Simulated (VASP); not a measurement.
# W (Im-3m) in VASP: further runs, part 3 of 3

VASP 6.6.1. Earlier steps stand in the parts before.

## (4) Single point, PBEsol, non-collinear spin, zero start, spin-orbit coupling

This run uses another cell than the first one, of 14.90 Å³/atom, 0.887 times its volume.

INCAR

```
PREC     = Accurate       # precision mode
ENCUT    = 520            # plane-wave cutoff, eV
EDIFF    = 1E-6           # SCF threshold, eV
ISMEAR   = -1             # smearing method
SIGMA    = 0.05           # smearing width, eV
LREAL    = False          # projectors in reciprocal space
LASPH    = True           # aspherical terms in the spheres
NELM     = 150            # most SCF steps
ALGO     = Normal         # electronic algorithm
ISIF     = 2              # what is computed and relaxed
LWAVE    = False          # write WAVECAR
LCHARG   = False          # write CHGCAR
LNONCOLLINEAR= True           # non-collinear magnetism
MAGMOM   = 0 0 0          # initial moments
LORBIT   = 11             # projections on sites
LSORBIT  = True           # spin-orbit coupling
GGA_COMPAT= False        
LORBMOM  = True         
LMAXMIX  = 4              # l up to which the mixer works
GGA      = PS             # functional
NBANDS   = 25             # bands
```

KPOINTS

```
Automatic mesh
0
Gamma
  12 12 12
```

POSCAR

```
W
1.0
   -1.5500431812      1.5500431812      1.5500431812
    1.5500431812     -1.5500431812      1.5500431812
    1.5500431812      1.5500431812     -1.5500431812
W
1
Direct
    0.0000000000      0.0000000000      0.0000000000
```

Potentials or basis: VASP PAW PBE potentials, release 64 (W_sv).

The run is started by

```sh
$ cat potpaw_PBE.64/W_sv/POTCAR > POTCAR
$ mpirun -np 1 vasp_ncl > vasp.out
```

OUTCAR:

```text
PREC = Accurate
   ENCUT = 520
   EDIFF = 1E-6
   ISMEAR = -1
   LREAL = False
   LASPH = True
   NELM = 150
   ISIF = 2
   LNONCOLLINEAR = True
   LORBIT = 11
   LSORBIT = True
   GGA = PS

 ion  position               nearest neighbor table
   1  0.000  0.000  0.000-

  LATTYP: Found a body centered cubic cell.
 ALAT       =     3.1000863624

  Lattice vectors:

 A1 = (  -1.5500431812,   1.5500431812,   1.5500431812)
 A2 = (   1.5500431812,  -1.5500431812,   1.5500431812)
 A3 = (   1.5500431812,   1.5500431812,  -1.5500431812)

Analysis of symmetry for initial positions (statically):
=====================================================================
 Subroutine PRICEL returns:
 Original cell was already a primitive cell.

 Routine SETGRP: Setting up the symmetry group for a
 body centered cubic supercell.

 Subroutine GETGRP returns: Found 48 space group operations
 (whereof 48 operations were pure point group operations)
 out of a pool of 48 trial point group operations.

The static configuration has the point symmetry O_h .

Analysis of symmetry for dynamics (positions and initial velocities):
=====================================================================
 Subroutine PRICEL returns:
 Original cell was already a primitive cell.

 Routine SETGRP: Setting up the symmetry group for a
 body centered cubic supercell.

 Subroutine GETGRP returns: Found 48 space group operations
 (whereof 48 operations were pure point group operations)
 out of a pool of 48 trial point group operations.

The dynamic configuration has the point symmetry O_h .

Analysis of structural, dynamic, and magnetic symmetry:
=====================================================================
 Subroutine PRICEL returns:
 Original cell was already a primitive cell.

 Routine SETGRP: Setting up the symmetry group for a
 body centered cubic supercell.
[... 840 lines left out ...]
  Total        1.8671252      1.8671252      1.8671252      0.0000000      0.0000000     -0.0000000
  in kB      200.8133808    200.8133808    200.8133808      0.0000000      0.0000000     -0.0000000
  external PRESSURE =     200.8133808 kB  Pullay stress =       0.0000000 kB

 VOLUME and BASIS-vectors are now :
 -----------------------------------------------------------------------------
  energy-cutoff  :      520.00
  volume of cell :       14.90
      direct lattice vectors                 reciprocal lattice vectors
    -1.550043181  1.550043181  1.550043181     0.000000000  0.322571659  0.322571659
     1.550043181 -1.550043181  1.550043181     0.322571659  0.000000000  0.322571659
     1.550043181  1.550043181 -1.550043181     0.322571659  0.322571659  0.000000000

 POSITION                                       TOTAL-FORCE (eV/Angst)
 -----------------------------------------------------------------------------------
      0.00000      0.00000      0.00000        -0.000000     -0.000000     -0.000000
 -----------------------------------------------------------------------------------
    total drift:                                0.000000     -0.000000      0.000000

  FREE ENERGIE OF THE ION-ELECTRON SYSTEM (eV)
  ---------------------------------------------------
  free  energy   TOTEN  =       -14.5790532553 eV

  energy  without entropy=      -14.5741306084  energy(sigma->0) =      -14.57659193

 orbital moment (x)

 # of ion     p       d       tot
 ----------------------------------------
  1         0.000  -0.000  -0.000
 ----------------------------------------
            0.000  -0.000  -0.000

 orbital moment (y)

 # of ion     p       d       tot
 ----------------------------------------
  1         0.000  -0.000  -0.000
 ----------------------------------------
            0.000  -0.000  -0.000

 orbital moment (z)

 # of ion     p       d       tot
 ----------------------------------------
  1         0.000  -0.000  -0.000
 ----------------------------------------
            0.000  -0.000  -0.000

 Spin-Orbit-Coupling matrix elements

 Ion:    1  E_soc:     -1.6245073
 l=   1
     0.0000000    -0.2298438    -0.2298438
    -0.2298438     0.0000000    -0.2298438
    -0.2298438    -0.2298438     0.0000000
 l=   2
     0.0000000    -0.0105074     0.0000000    -0.0105074    -0.0304000
    -0.0105074     0.0000000    -0.0228000    -0.0105074    -0.0076000
     0.0000000    -0.0228000     0.0000000    -0.0228000     0.0000000
    -0.0105074    -0.0105074    -0.0228000     0.0000000    -0.0076000
    -0.0304000    -0.0076000     0.0000000    -0.0076000     0.0000000
 l=   3
     0.0000000     0.0000000     0.0000000     0.0000000     0.0000000     0.0000000     0.0000000
     0.0000000     0.0000000     0.0000000     0.0000000     0.0000000     0.0000000     0.0000000
     0.0000000     0.0000000     0.0000000     0.0000000     0.0000000     0.0000000     0.0000000
     0.0000000     0.0000000     0.0000000     0.0000000     0.0000000     0.0000000     0.0000000
     0.0000000     0.0000000     0.0000000     0.0000000     0.0000000     0.0000000     0.0000000
     0.0000000     0.0000000     0.0000000     0.0000000     0.0000000     0.0000000     0.0000000
     0.0000000     0.0000000     0.0000000     0.0000000     0.0000000     0.0000000     0.0000000

 total charge

# of ion       s       p       d       tot
------------------------------------------
    1        2.422   6.377   3.478  12.277

 magnetization (x)

# of ion       s       p       d       tot
------------------------------------------
    1        0.000   0.000  -0.000  -0.000

 magnetization (y)

# of ion       s       p       d       tot
------------------------------------------
    1       -0.000  -0.000  -0.000  -0.000

 magnetization (z)

# of ion       s       p       d       tot
------------------------------------------
    1        0.000   0.000  -0.000  -0.000
```

OSZICAR:

```text
N       E                     dE             d eps       ncg     rms          rms(c)
DAV:   1     0.137498782236E+03    0.13750E+03   -0.74594E+03  3608   0.132E+03
DAV:   2    -0.103562242859E+02   -0.14786E+03   -0.14210E+03  3954   0.412E+02
DAV:   3    -0.151948822222E+02   -0.48387E+01   -0.47772E+01  3997   0.743E+01
DAV:   4    -0.152273113292E+02   -0.32429E-01   -0.32416E-01  4085   0.629E+00
DAV:   5    -0.152276291114E+02   -0.31778E-03   -0.31778E-03  3985   0.597E-01    0.242E+01
DAV:   6    -0.147226219451E+02    0.50501E+00   -0.41197E-01  3987   0.874E+00    0.102E+01
DAV:   7    -0.145840205803E+02    0.13860E+00   -0.22589E-01  4104   0.602E+00    0.218E+00
DAV:   8    -0.145815400463E+02    0.24805E-02   -0.39698E-03  3738   0.745E-01    0.370E-01
DAV:   9    -0.145790623902E+02    0.24777E-02   -0.15875E-03  4095   0.596E-01    0.597E-02
DAV:  10    -0.145790547747E+02    0.76154E-05   -0.47253E-05  3971   0.897E-02    0.254E-02
DAV:  11    -0.145790532350E+02    0.15397E-05   -0.65234E-06  4084   0.356E-02    0.884E-03
DAV:  12    -0.145790532553E+02   -0.20296E-07   -0.21269E-07  2501   0.532E-03
   1 F= -.14579053E+02 E0= -.14576592E+02  d E =-.492265E-02  mag=    -0.0000     0.0000     0.0000
```

Run time: 50 s. Hardware: 1 thread of Intel Xeon 6975P-C, shared host; peak memory 0.18 GiB.

Results:

| Quantity | Value |
| --- | --- |
| Free energy | -14.5791 eV |
| Pressure | 20.1 GPa |
| Net moment | 0.00 μB per cell |
| Valence electrons inside the program's atomic spheres | W 12.28 |

Moments on the atoms (μB; x, y, z):
```
W   0.00 0.00 0.00
```

Caveat: the PAW data sets were made with another functional, which shifts forces and pressure a little.

## (5) Single point, PBEsol, non-collinear spin, zero start, spin-orbit coupling

This run uses another cell than the first one, of 15.21 Å³/atom, 0.906 times its volume.

INCAR

```
SYSTEM = W
PREC = Accurate
ENCUT = 520
EDIFF = 1E-7
ISMEAR = -1
SIGMA = 0.05
LREAL = .False.
LASPH = .True.
NELM = 150
ALGO = Normal
ISIF = 2
LWAVE = .False.
LCHARG = .False.
MAGMOM = 0 0 0
LORBIT = 11
LSORBIT = .True.
GGA_COMPAT = .False.
LORBMOM = .True.
LMAXMIX = 4
GGA = PS
NBANDS = 25
```

KPOINTS

```
regular mesh
0
Gamma
  12 12 12
  0 0 0
```

POSCAR

```
W
1.0
   -1.5609593379      1.5609593379      1.5609593379
    1.5609593379     -1.5609593379      1.5609593379
    1.5609593379      1.5609593379     -1.5609593379
W
1
Direct
    0.0000000000      0.0000000000      0.0000000000
```

The run is started by

```sh
$ cat potpaw_PBE.64/W_sv/POTCAR > POTCAR
$ mpirun -np 1 vasp_ncl > vasp.out
```

It took 52 s on 1 thread of Intel Xeon 6975P-C, shared host; peak memory 0.18 GiB.

The run converged. Its results:

```
Free energy                                           : -14.6110 eV
Pressure                                              : 12.2 GPa
Net moment                                            : 0.00 μB per cell
Valence electrons inside the program's atomic spheres : W 12.22
```

Moments on the atoms (μB; x, y, z):
```
W   0.00 0.00 0.00
```

Caveat: the PAW data sets were made with another functional, which shifts forces and pressure a little.

## (6) Single point, PBEsol, non-collinear spin, zero start, spin-orbit coupling

This run uses another cell than the first one, of 15.53 Å³/atom, 0.925 times its volume.

INCAR

```
SYSTEM = W
ALGO     = Normal         ! electronic algorithm
EDIFF    = 1E-6           ! SCF threshold, eV
ENCUT    = 520            ! plane-wave cutoff, eV
GGA      = PS             ! functional
GGA_COMPAT= .False.      
ISIF     = 2              ! what is computed and relaxed
ISMEAR   = -1             ! smearing method
LASPH    = .True.         ! aspherical terms in the spheres
LCHARG   = .False.        ! write CHGCAR
LMAXMIX  = 4              ! l up to which the mixer works
LNONCOLLINEAR= .True.         ! non-collinear magnetism
LORBIT   = 11             ! projections on sites
LORBMOM  = .True.       
LREAL    = .False.        ! projectors in reciprocal space
LSORBIT  = .True.         ! spin-orbit coupling
LWAVE    = .False.        ! write WAVECAR
MAGMOM   = 0 0 0          ! initial moments
NBANDS   = 25             ! bands
NELM     = 150            ! most SCF steps
PREC     = Accurate       ! precision mode
SIGMA    = 0.05           ! smearing width, eV
```

KPOINTS

```
k-points
0
Gamma
  12 12 12
  0 0 0
```

POSCAR

```
W
1.0
   -1.5717249149      1.5717249149      1.5717249149
    1.5717249149     -1.5717249149      1.5717249149
    1.5717249149      1.5717249149     -1.5717249149
W
1
Direct
    0.0000000000      0.0000000000      0.0000000000
```

Potentials or basis: VASP PAW PBE potentials, release 64 (W_sv).

The run is started by

```sh
$ cat potpaw_PBE.64/W_sv/POTCAR > POTCAR
$ mpirun -np 1 vasp_ncl > vasp.out
```

Run time: 56 s. Hardware: 1 thread of Intel Xeon 6975P-C, shared host; peak memory 0.18 GiB.

It converged, with:

| Property | Result |
| --- | --- |
| Free energy | -14.6281 eV |
| Pressure | 5.0 GPa |
| Net moment | 0.00 μB per cell |
| Valence electrons inside the program's atomic spheres | W 12.17 |

Moments on the atoms (μB; x, y, z):
```
W   0.00 0.00 0.00
```

Caveat: the PAW data sets were made with another functional, which shifts forces and pressure a little.

## (7) Overview

| level | spin | cell | gap on the mesh (eV) | pressure (GPa) | moment (μB) |
| --- | --- | --- | --- | --- | --- |
| RPBE+D4 | off | a = 2.794 Å, angles 109.5°, 1 atom | none | -17.9 | - |
| BLYP | off | a = 2.788 Å, angles 109.5°, 1 atom | none | 1.6 | - |
| PBEsol | non-collinear, zero start, SOC | a = 2.685 Å, angles 109.5°, 1 atom | - | 20.1 | 0.00 |
| PBEsol | non-collinear, zero start, SOC | a = 2.704 Å, angles 109.5°, 1 atom | - | 12.2 | 0.00 |
| PBEsol | non-collinear, zero start, SOC | a = 2.722 Å, angles 109.5°, 1 atom | - | 5.0 | 0.00 |

Alike in all rows: task single point; potentials or basis VASP PAW PBE potentials, release 64 (W_sv); k mesh 12 × 12 × 12; cutoff (eV) 520; smearing fermi-dirac 0.05 eV.

Caveats: the PAW data sets were made with another functional, which shifts forces and pressure a little; spin-orbit coupling is left out, which moves the levels of the heavy elements (some runs); pairwise dispersion overbinds metals, which lowers pressure and volume (some runs).

Absolute energies hang on the potentials; compare differences alone.
